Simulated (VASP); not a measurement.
Mn:

```
Mn
1.0
    -1.43214    1.43214    1.43214
     1.43214   -1.43214    1.43214
     1.43214    1.43214   -1.43214
Mn
1
Direct
  0.00000 0.00000 0.00000
```

| Property | Result |
| --- | --- |
| Program | VASP 6.6.1 |
| Task | relaxation of cell and atoms |
| Functional | RPBE |
| Potentials or basis | VASP PAW PBE potentials, release 64 (Mn_pv) |
| Cutoff | 600 eV |
| k mesh | 15 × 15 × 15 |
| Occupations | fermi-dirac, width 0.05 eV |
| Spin | collinear spin, ferromagnetic start |
| Starting moments | [3.0] μB |

At the start: pressure -9.8 GPa; volume 11.75 Å³/atom.

**Question.** How do energy, volume and symmetry change on relaxing?

**Answer.** Over 4 steps the energy falls by 18.9 meV/atom and the volume is 11.17 Å³/atom (-4.9 %); space group Im-3m (No. 229, to 0.05 Å); moment 0.86 μB per cell.

Step by step:
```
step  energy change (eV)  largest force (eV/Å)  pressure (GPa)  volume (Å³)
   1              0.0000                0.0000           -9.80        11.75
   2              0.0080                0.0000           14.97        10.57
   3             -0.0189                0.0000           -0.18        11.18
   4             -0.0189                0.0000            0.06        11.17
```

Final structure:
```
Mn
1.0
    -1.40825    1.40825    1.40825
     1.40825   -1.40825    1.40825
     1.40825    1.40825   -1.40825
Mn
1
Cartesian
  1.4082 1.4082 1.4082
```

Caveat: the PAW data sets were made with another functional, which shifts forces and pressure a little.
